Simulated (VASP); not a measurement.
# TiPd3 in VASP: notebook, part 3 of 3

VASP 6.6.1. The steps go on from the part before.

## 4. Single point, LDA (zz strain of -1 %)

The input, INCAR:

```
SYSTEM = TiPd3
PREC = Accurate
ENCUT = 520
EDIFF = 1E-7
ISMEAR = -1
SIGMA = 0.05
LREAL = .False.
LASPH = .True.
NELM = 80
ALGO = Normal
ISIF = 2
LWAVE = .False.
LCHARG = .False.
NBANDS = 29
```

The input, KPOINTS:

```
regular mesh
0
Gamma
  11 11 11
  0 0 0
```

The input, POSCAR:

```
TiPd3
1.0
    3.8200000000      0.0000000000      0.0000000000
    0.0000000000      3.8200000000      0.0000000000
    0.0000000000      0.0000000000      3.7818000000
Ti Pd
1 3
Direct
    0.0000000000      0.0000000000      0.0000000000
    0.0000000000      0.5000000000      0.5000000000
    0.5000000000      0.0000000000      0.5000000000
    0.5000000000      0.5000000000      0.0000000000
```

Potentials or basis: VASP PAW LDA potentials, release 64 (Ti_sv, Pd).

Launch:

```sh
$ cat potpaw_LDA.64/Ti_sv/POTCAR potpaw_LDA.64/Pd/POTCAR > POTCAR
$ mpirun -np 1 vasp_std > vasp.out
```

OUTCAR:

```text
SYSTEM = TiPd3
   PREC = Accurate
   ENCUT = 520
   EDIFF = 1E-7
   ISMEAR = -1
   LREAL = .False.
   LASPH = .True.
   NELM = 80
   ISIF = 2

 ion  position               nearest neighbor table
   1  0.000  0.000  0.000-   2 2.69   3 2.69   2 2.69   3 2.69   2 2.69   2 2.69   3 2.69   3 2.69
                             4 2.70   4 2.70   4 2.70   4 2.70
   2  0.000  0.500  0.500-   1 2.69   4 2.69   1 2.69   4 2.69   1 2.69   1 2.69   4 2.69   4 2.69
                             3 2.70   3 2.70   3 2.70   3 2.70
   3  0.500  0.000  0.500-   1 2.69   4 2.69   1 2.69   4 2.69   4 2.69   4 2.69   1 2.69   1 2.69
                             2 2.70   2 2.70   2 2.70   2 2.70
   4  0.500  0.500  0.000-   2 2.69   3 2.69   2 2.69   3 2.69   3 2.69   3 2.69   2 2.69   2 2.69
                             1 2.70   1 2.70   1 2.70   1 2.70

  LATTYP: Found a simple tetragonal cell.
 ALAT       =     3.8200000000
 C/A-ratio  =     0.9900000000

  Lattice vectors:

 A1 = (   3.8200000000,   0.0000000000,   0.0000000000)
 A2 = (   0.0000000000,   3.8200000000,   0.0000000000)
 A3 = (   0.0000000000,   0.0000000000,   3.7818000000)

Analysis of symmetry for initial positions (statically):
=====================================================================
 Subroutine PRICEL returns:
 Original cell was already a primitive cell.

 Routine SETGRP: Setting up the symmetry group for a
 simple tetragonal supercell.

 Subroutine GETGRP returns: Found 16 space group operations
 (whereof 16 operations were pure point group operations)
 out of a pool of 16 trial point group operations.

The static configuration has the point symmetry D_4h.

Analysis of symmetry for dynamics (positions and initial velocities):
=====================================================================
 Subroutine PRICEL returns:
 Original cell was already a primitive cell.

[... 126 lines left out ...]
   ISMEAR =    -1;   SIGMA  =   0.05  broadening in eV -4-tet -1-fermi 0-gaus
   EFERMI_NEDOS =   21; number of points for ismear=-14 and -15
   IALGO  =     38    algorithm
   IMIX   =      4    mixing-type and parameters
     AMIX     =   0.40;   BMIX     =  1.00
     AMIX_MAG =   1.60;   BMIX_MAG =  1.00
  volume/ion in A,a.u.               =      13.80        93.10
  Fermi-wavevector in a.u.,A,eV,Ry     =   1.494684  2.824544 30.396523  2.234081
  Thomas-Fermi vector in A             =   2.606926
   LORBIT       =      0    0 simple, 1 ext, 2 COOP (PROOUT), +10 PAW based schemes
   GGA     = CA    functional components
   LHFCALC =     F    Hartree Fock is set to
   AEXX    =    0.0000 exact exchange contribution
   IVDW    =     0    specifies the selected vdW correction
   LEPSILON=     F    determine dielectric tensor
   LRPA    =     F    only Hartree local field effects (RPA)
 non-spin polarized calculation
  energy-cutoff  :      520.00
  volume of cell :       55.19
 maximum number of plane-waves:      1499
   NGX = 15   NGY = 15   NGZ = 15

 number of electron      42.0000018 magnetization

 Free energy of the ion-electron system (eV)
  ---------------------------------------------------
  ext. energy  EPLUGINS =         0.00000000
  ---------------------------------------------------
  free energy    TOTEN  =       -30.79382521 eV

  energy without entropy =      -30.78230236  energy(sigma->0) =      -30.78806379

 E-fermi :  11.7566     XC(G=0): -13.6948

 val. band max:       11.7552506555   @ k =   0.4545   0.0000   0.0909
 cond. band min:      11.7833392253   @ k =   0.1818   0.0909   0.0909
 fundamental gap:      0.0280885698
 Fermi energy:        11.7565969677

 k-point     1 :       0.0000    0.0000    0.0000
  band No.  band energies     occupation
      1     -45.6650      2.00000
      2     -22.2761      2.00000
      3     -22.2761      2.00000
      4     -22.2725      2.00000
      5       3.3165      2.00000
      6       4.9315      2.00000
[... 757 lines left out ...]
     28      16.2882      0.00000
     29      22.0589      0.00000

 [... further k-points ...]

------------------------ aborting loop because EDIFF is reached ----------------------------------------

  FORCE on cell =-STRESS in cart. coord.  units (eV):
  Direction    XX          YY          ZZ          XY          YZ          ZX
  --------------------------------------------------------------------------------------
  -------------------------------------------------------------------------------------
  Total        1.6100031      1.6100031      2.1710855      0.0000000      0.0000000      0.0000000
  in kB       46.7425070     46.7425070     63.0321648      0.0000000      0.0000000      0.0000000
  external PRESSURE =      52.1723929 kB  Pullay stress =       0.0000000 kB

 VOLUME and BASIS-vectors are now :
 -----------------------------------------------------------------------------
  energy-cutoff  :      520.00
  volume of cell :       55.19
      direct lattice vectors                 reciprocal lattice vectors
     3.820000000  0.000000000  0.000000000     0.261780105  0.000000000  0.000000000
     0.000000000  3.820000000  0.000000000     0.000000000  0.261780105  0.000000000
     0.000000000  0.000000000  3.781800000     0.000000000  0.000000000  0.264424348

 POSITION                                       TOTAL-FORCE (eV/Angst)
 -----------------------------------------------------------------------------------
      0.00000      0.00000      0.00000         0.000000      0.000000      0.000000
      0.00000      1.91000      1.89090         0.000000      0.000000      0.000000
      1.91000      0.00000      1.89090         0.000000      0.000000      0.000000
      1.91000      1.91000      0.00000         0.000000      0.000000      0.000000
 -----------------------------------------------------------------------------------
    total drift:                                0.000000      0.000000      0.000000

  FREE ENERGIE OF THE ION-ELECTRON SYSTEM (eV)
  ---------------------------------------------------
  free  energy   TOTEN  =       -30.7938252135 eV

  energy  without entropy=      -30.7823023595  energy(sigma->0) =      -30.78806379
```

OSZICAR:

```text
N       E                     dE             d eps       ncg     rms          rms(c)
DAV:   1     0.378501749115E+03    0.37850E+03   -0.21008E+04  7308   0.160E+03
DAV:   2    -0.108781185691E+02   -0.38938E+03   -0.37197E+03  7561   0.416E+02
DAV:   3    -0.334156013764E+02   -0.22537E+02   -0.21894E+02  8911   0.100E+02
DAV:   4    -0.341645041464E+02   -0.74890E+00   -0.74645E+00  9332   0.162E+01
DAV:   5    -0.341842678522E+02   -0.19764E-01   -0.19762E-01  8517   0.258E+00    0.182E+01
DAV:   6    -0.319011141150E+02    0.22832E+01   -0.10798E+01  7632   0.307E+01    0.127E+01
DAV:   7    -0.314628602098E+02    0.43825E+00   -0.15303E+01  8100   0.294E+01    0.749E+00
DAV:   8    -0.308123650186E+02    0.65050E+00   -0.10304E+00  7945   0.946E+00    0.253E+00
DAV:   9    -0.308198573189E+02   -0.74923E-02   -0.28627E-01 10495   0.333E+00    0.142E+00
DAV:  10    -0.307946401476E+02    0.25217E-01   -0.73407E-02  8220   0.238E+00    0.318E-01
DAV:  11    -0.307944680571E+02    0.17209E-03   -0.17461E-03  8133   0.312E-01    0.225E-01
DAV:  12    -0.307938460056E+02    0.62205E-03   -0.14693E-03  8723   0.323E-01    0.472E-02
DAV:  13    -0.307938262848E+02    0.19721E-04   -0.10555E-04  8921   0.823E-02    0.158E-02
DAV:  14    -0.307938254813E+02    0.80358E-06   -0.44309E-06  7980   0.164E-02    0.968E-03
DAV:  15    -0.307938252388E+02    0.24246E-06   -0.29912E-06  8558   0.138E-02    0.134E-03
DAV:  16    -0.307938252135E+02    0.25321E-07   -0.17405E-07  5941   0.416E-03
   1 F= -.30793825E+02 E0= -.30788064E+02  d E =-.115229E-01
```

It took 80 s on 1 thread of Intel Xeon Platinum 8559C (Emerald Rapids), shared host; peak memory 0.27 GiB.

Results:

```yaml
Free_energy: -30.7938 eV
Pressure: 5.2 GPa
Band_gap_on_the_k_mesh: zero (band 21 reaches 12.97 eV, above the bottom of band 22 at 11.59 eV)
```

Stress tensor (GPa, compression positive):
```
4.67 0.00 0.00
0.00 4.67 0.00
0.00 0.00 6.30
```

Caveat: the cell differs from its parent crystal (zz strain of -1 %).

## 5. Single point, LDA (zz strain of +1 %)

The input, INCAR:

```
SYSTEM = TiPd3
PREC     = Accurate       ! precision mode
ENCUT    = 520            ! plane-wave cutoff, eV
EDIFF    = 1E-6           ! SCF threshold, eV
ISMEAR   = -1             ! smearing method
SIGMA    = 0.05           ! smearing width, eV
LREAL    = .False.        ! projectors in reciprocal space
LASPH    = .True.         ! aspherical terms in the spheres
NELM     = 100            ! most SCF steps
ALGO     = Normal         ! electronic algorithm
ISIF     = 2              ! what is computed and relaxed
LWAVE    = .False.        ! write WAVECAR
LCHARG   = .True.         ! write CHGCAR
LELF     = .True.         ! ELF
LVHAR    = .True.       
NBANDS   = 29             ! bands
```

KPOINTS is that of step 4.

Edit POSCAR of step 4 so:

```diff
@@ -4,3 +4,3 @@
     0.0000000000      3.8200000000      0.0000000000
-    0.0000000000      0.0000000000      3.7818000000
+    0.0000000000      0.0000000000      3.8582000000
 Ti Pd
```

Launch:

```sh
$ cat potpaw_LDA.64/Ti_sv/POTCAR potpaw_LDA.64/Pd/POTCAR > POTCAR
$ mpirun -np 1 vasp_std > vasp.out
```

Wall time 80 s (1 thread of Intel Xeon Platinum 8559C (Emerald Rapids), shared host); peak memory 0.28 GiB.

The run converged. Its results:

| Quantity | Value |
| --- | --- |
| Free energy | -30.8138 eV |
| Pressure | 0.4 GPa |
| Band gap on the k mesh | zero (band 21 reaches 12.58 eV, above the bottom of band 22 at 11.26 eV) |

Stress tensor (GPa, compression positive):
```
 0.94  0.00  0.00
 0.00  0.94  0.00
 0.00  0.00 -0.65
```

Levels at points of the mesh, in eV from the Fermi level:
```tsv
k point	band 17	band 18	band 19	band 20	band 21	band 22	band 23	band 24	band 25	band 26
(0.00, 0.00, 0.00)	-1.13	-0.63	-0.63	-0.55	1.17	1.19	1.85	1.85	1.89	2.33
```

Caveat: the cell differs from its parent crystal (zz strain of +1 %).

## 6. Single point, LDA (zz strain of +2 %)

The input, INCAR:

```
PREC     = Accurate       # precision mode
ENCUT    = 520            # plane-wave cutoff, eV
EDIFF    = 1E-7           # SCF threshold, eV
ISMEAR   = -1             # smearing method
SIGMA    = 0.05           # smearing width, eV
LREAL    = F              # projectors in reciprocal space
LASPH    = T              # aspherical terms in the spheres
NELM     = 80             # most SCF steps
ALGO     = Normal         # electronic algorithm
ISIF     = 2              # what is computed and relaxed
LWAVE    = F              # write WAVECAR
LCHARG   = F              # write CHGCAR
NBANDS   = 29             # bands
```

The input, KPOINTS:

```
regular mesh
0
Gamma
  11 11 11
```

Edit POSCAR of step 5 so:

```diff
@@ -4,3 +4,3 @@
     0.0000000000      3.8200000000      0.0000000000
-    0.0000000000      0.0000000000      3.8582000000
+    0.0000000000      0.0000000000      3.8964000000
 Ti Pd
```

Potentials or basis: VASP PAW LDA potentials, release 64 (Ti_sv, Pd).

Launch:

```sh
$ cat potpaw_LDA.64/Ti_sv/POTCAR potpaw_LDA.64/Pd/POTCAR > POTCAR
$ mpirun -np 1 vasp_std > vasp.out
```

Wall time 2.3 min (1 thread of Intel Xeon Platinum 8559C (Emerald Rapids), shared host); peak memory 0.28 GiB.

Results (log left out):

* Free energy: -30.8063 eV
* Pressure: -1.8 GPa
* Band gap on the k mesh: zero (band 21 reaches 12.38 eV, above the bottom of band 22 at 11.08 eV)

Stress tensor (GPa, compression positive):
```
-0.71  0.00  0.00
 0.00 -0.71  0.00
 0.00  0.00 -3.84
```

Levels at points of the mesh, in eV from the Fermi level:
```tsv
k point	band 19	band 20	band 21	band 22	band 23	band 24
(0.00, 0.00, 0.00)	-0.66	-0.50	1.14	1.18	1.80	1.80
```

Caveat: the cell differs from its parent crystal (zz strain of +2 %).

## 7. The runs side by side

| cell | gap on the mesh (eV) | pressure (GPa) |
| --- | --- | --- |
| a = 3.895 Å, 4 atoms | none | -9.4 |
| a = 3.820, b = 3.820, c = 3.744 Å, 4 atoms | none | 7.9 |
| a = 3.820, b = 3.820, c = 3.782 Å, 4 atoms | none | 5.2 |
| a = 3.820, b = 3.820, c = 3.858 Å, 4 atoms | none | 0.4 |
| a = 3.820, b = 3.820, c = 3.896 Å, 4 atoms | none | -1.8 |

Alike in all rows: task single point; level LDA; potentials or basis VASP PAW LDA potentials, release 64 (Ti_sv, Pd); no spin polarisation; k mesh 11 × 11 × 11; cutoff (eV) 520; smearing fermi-dirac 0.05 eV.

Absolute energies hang on the potentials; compare differences alone.
